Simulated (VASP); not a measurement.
Wanted: the native input for a VASP 6.6.1 run.

```yaml
Task: single point
Functional: PBE
Potentials_or_basis: VASP PAW PBE potentials, release 64 (Zn, S)
Cutoff: 500 eV
k_mesh: 6 × 6 × 6
Occupations: methfessel-paxton, width 0.2 eV
Spin: no spin polarisation
Dipole_correction: no
Further_INCAR_settings: ALGO = Normal; EDIFF = 1e-06; NBANDS = 16
```

The structure of ZnS lies in POSCAR:

```
ZnS
1.0
    0.0000000000      2.6940955541      2.6940955541
    2.6940955541      0.0000000000      2.6940955541
    2.6940955541      2.6940955541      0.0000000000
Zn S
1 1
Direct
    0.2500000000      0.2500000000      0.2500000000
    0.0000000000      0.0000000000      0.0000000000
```

The input as run:

INCAR

```
PREC = Accurate
ENCUT = 500
EDIFF = 1E-6
ISMEAR = 1
SIGMA = 0.2
LREAL = False
LASPH = True
NELM = 120
ALGO = Normal
ISIF = 2
LWAVE = False
LCHARG = False
GGA = PE
NBANDS = 16
GGA_COMPAT = False
```

KPOINTS

```
regular mesh
0
Gamma
  6 6 6
```

Potentials or basis: VASP PAW PBE potentials, release 64 (Zn, S).

Command:

```console
$ cat potpaw_PBE.64/Zn/POTCAR potpaw_PBE.64/S/POTCAR > POTCAR
$ mpirun -np 1 vasp_std > vasp.out
```

It gave:

* Pressure: 2.5 GPa
* Band gap on the k mesh: 2.15 eV, direct

Run time: 6.1 s on 1 thread of Intel(R) Xeon(R) Platinum 8559C (Emerald Rapids), with other jobs on the host, peak memory 0.15 GiB.
